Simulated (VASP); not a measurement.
A run of VASP 6.6.1:

The input INCAR:

```
ALGO = Normal
EDIFF = 1E-6
ENCUT = 820
GGA = PE
GGA_COMPAT = F
ISIF = 2
ISMEAR = 0
ISPIN = 2
LASPH = T
LCHARG = F
LMAXMIX = 4
LORBIT = 11
LREAL = F
LWAVE = F
MAGMOM = 0 0 0 0 0 0 0 1
NBANDS = 34
NELM = 200
PREC = Accurate
SIGMA = 0.1
```

KPOINTS

```
k-points
0
Gamma
  6 6 6
```

POSCAR

```
CuMoH6
1.0
    0.0000000000      3.0975530676      3.0975530676
    3.0975530676      0.0000000000      3.0975530676
    3.0975530676      3.0975530676      0.0000000000
Cu H Mo
1 6 1
Direct
    0.2500000000      0.2500000000      0.2500000000
    0.7889729691      0.2110270309      0.2110270309
    0.2110270309      0.7889729691      0.7889729691
    0.7889729691      0.2110270309      0.7889729691
    0.2110270309      0.7889729691      0.2110270309
    0.7889729691      0.7889729691      0.2110270309
    0.2110270309      0.2110270309      0.7889729691
    0.5000000000      0.5000000000      0.5000000000
```

Potentials or basis: VASP PAW PBE potentials, release 64 (Cu_sv_GW, H, Mo_sv).

Run with:

```sh
$ cat potpaw_PBE.64/Cu_sv_GW/POTCAR potpaw_PBE.64/H/POTCAR potpaw_PBE.64/Mo_sv/POTCAR > POTCAR
$ mpirun -np 1 vasp_std > vasp.out
```

Hardware: 1 thread of Intel(R) Xeon(R) Platinum 8488C (Sapphire Rapids), with other jobs on the host.

Estimate the wall time of this run.

It took 3.4 min on 1 thread of Intel(R) Xeon(R) Platinum 8488C (Sapphire Rapids) (shared host), peak memory 0.39 GiB. Counts: scf iterations 17, k points 16.
